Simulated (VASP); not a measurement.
Ge, 3 atoms in the cell. It takes space group C2/m (No. 12, monoclinic). Conventional cell: a = 3.842 Å, b = 3.812 Å, c = 2.713 Å, α = 90.00°, β = 90.30°, γ = 90.00°. Within 3.6 Å of Ge (site symmetry 2/m) lie 6 Ge at 2.71 Å. 

| Property | Result |
| --- | --- |
| Program | VASP 6.6.1 |
| Task | single point |
| Functional | PBE |
| Potentials or basis | VASP PAW PBE potentials, release 64 (Ge_d) |
| Cutoff | 520 eV |
| k mesh | 6 × 6 × 4 |
| Occupations | gaussian, width 0.1 eV |
| Spin | no spin polarisation |
| Dipole correction | no |
| Further INCAR settings | ALGO = Normal; EDIFF = 1e-06; NBANDS = 28 |

Potentials or basis: VASP PAW PBE potentials, release 64 (Ge_d).

Launch:

```sh
$ cat potpaw_PBE.64/Ge_d/POTCAR > POTCAR
$ mpirun -np 1 vasp_std > vasp.out
```

Hardware: 1 thread of Intel(R) Xeon(R) Platinum 8488C (Sapphire Rapids) (shared host).

Question: How long does it take, and how much memory?

Answer: It took 30 s on 1 thread of Intel(R) Xeon(R) Platinum 8488C (Sapphire Rapids) (shared host), peak memory 0.2 GiB. Counts: scf iterations 11, k points 47.
